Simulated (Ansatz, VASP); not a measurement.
**One calculation of Te2Mo, two programs**

```
CELL_PARAMETERS angstrom
3.48427 0.00000 0.00000
-1.74213 3.01746 0.00000
0.00000 0.00000 18.23666
ATOMIC_POSITIONS crystal
Te 0.33333 0.66667 0.89680
Te 0.33333 0.66667 0.10320
Mo 0.00000 0.00000 0.00000
```

Alike in both runs: task single point; functional PBE; k mesh 12 × 12 × 2; occupations gaussian, width 0.05 eV; no spin polarisation.

|  | VASP | Ansatz |
| --- | --- | --- |
| version | VASP 6.6.1 | Ansatz 0.2.0 |
| potentials or method | VASP PAW PBE potentials, release 64 (Te, Mo_sv), cutoff 520 eV | scalar-relativistic, plane waves, PAW |
| valence electrons in the cell | 26 | 46 |

```csv
,VASP,Ansatz,Ansatz less VASP
gap on the k mesh at the Fermi level (eV),1.09,1.09,-0.003
least direct gap on the mesh (eV),1.29,1.29,0.000
rms of the force components (eV/Å),0.273,0.277,+0.0049
```

Atom by atom the forces differ by 0.005 eV/Å (rms over components). The functional is the same, so the differences come from potentials, cutoffs and numerics. VASP's potentials hold 26 valence electrons a cell and Ansatz's 46, so a difference there can come from the potentials and not from the codes.

Spin-orbit coupling is off throughout.
